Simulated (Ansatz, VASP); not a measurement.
## Two plane-wave programs on MgH2

File INCAR:

```
PREC = Accurate
ENCUT = 600
EDIFF = 1E-6
ISMEAR = 0
SIGMA = 0.02
LREAL = F
LASPH = T
NELM = 120
ALGO = Normal
ISIF = 2
LWAVE = F
LCHARG = T
GGA = PS
LELF = T
LVHAR = T
NBANDS = 13
GGA_COMPAT = F
```

File KPOINTS:

```
regular mesh
0
Gamma
  6 6 8
```

File POSCAR:

```
MgH2
1.0
    4.4769605355      0.0000000000      0.0000000000
    0.0000000000      4.4769605355      0.0000000000
    0.0000000000      0.0000000000      3.0075195070
Mg H
2 4
Direct
    0.0000000000      0.0000000000      0.0000000000
    0.5000000000      0.5000000000      0.5000000000
    0.3045406518      0.3045406518      0.0000000000
    0.1954593482      0.8045406518      0.5000000000
    0.6954593482      0.6954593482      0.0000000000
    0.8045406518      0.1954593482      0.5000000000
```

Input for Ansatz:

```yaml
crystal:
  lattice:
    - [4.4769605355, 0.0, 0.0]
    - [0.0, 4.4769605355, 0.0]
    - [0.0, 0.0, 3.007519507]
  atoms:
    - { symbol: Mg, position: [0.0, 0.0, 0.0] }
    - { symbol: Mg, position: [0.5, 0.5, 0.5] }
    - { symbol: H, position: [0.3045406518, 0.3045406518, 0.0] }
    - { symbol: H, position: [0.1954593482, 0.8045406518, 0.5] }
    - { symbol: H, position: [0.6954593482, 0.6954593482, 0.0] }
    - { symbol: H, position: [0.8045406518, 0.1954593482, 0.5] }
basis:
  ecutwfc: 420
kpoints:
  mp_grid: { grid: [6, 6, 8] }
  band_path: { path: [VBM, CBM], npoints: 2 }
hamiltonian:
  xc: pbesol
scf:
  occupations: { method: gaussian, width: 0.02 }
output:
  forces: true
  stress: true
  eigenvalues: true
```

Alike in both runs: task single point; functional PBEsol; k mesh 6 × 6 × 8; occupations gaussian, width 0.02 eV; no spin polarisation.

```csv
,VASP,Ansatz
version,VASP 6.6.1,Ansatz 0.2.0
potentials or method,"VASP PAW PBE potentials, release 64 (Mg, H), cutoff 600 eV","scalar-relativistic, plane waves, PAW"
valence electrons in the cell,8,24
```

```csv
,VASP,Ansatz,Ansatz less VASP
gap on the k mesh at the Fermi level (eV),3.58,3.57,-0.001
least direct gap on the mesh (eV),4.40,4.40,-0.002
pressure (GPa),-0.1,0.0,+0.13
```

VASP's potentials were made for PBE, not for PBEsol. VASP's potentials hold 8 valence electrons a cell and Ansatz's 24, so a difference there can come from the potentials and not from the codes.
